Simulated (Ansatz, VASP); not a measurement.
# Two plane-wave programs on C

```
CELL_PARAMETERS angstrom
0.00000 1.78350 1.78350
1.78350 0.00000 1.78350
1.78350 1.78350 0.00000
ATOMIC_POSITIONS crystal
C 0.00000 0.00000 0.00000
C 0.25000 0.25000 0.25000
```

Alike in both runs: task relaxation of cell and atoms; functional LDA; k mesh 10 × 10 × 10; no spin polarisation.

|  | VASP | Ansatz |
| --- | --- | --- |
| version | VASP 6.6.1 | Ansatz 0.2.0 |
| potentials or method | VASP PAW LDA potentials, release 64 (C) | scalar-relativistic, plane waves, PAW |
| plane-wave cutoff (eV) | 600 | 420 |
| occupations | gaussian, width 0.01 eV | fixed |
| valence electrons in the cell | 8 | 8 |

Ansatz gave:

```
gap on the k mesh at the Fermi level, each at its own relaxed structure (eV) : 4.21
relaxed volume (Å³/atom)                                                     : 5.51
relaxed cell length with the largest relative difference (Å)                 : 2.497
```

**Question.** What did VASP give for the same quantities?

**Answer.** gap on the k mesh at the Fermi level, each at its own relaxed structure (eV): 4.20; relaxed volume (Å³/atom): 5.52; relaxed cell length with the largest relative difference (Å): 2.499.

LDA's correlation is that of Perdew and Zunger in VASP and of Perdew and Wang (1992) in Ansatz.
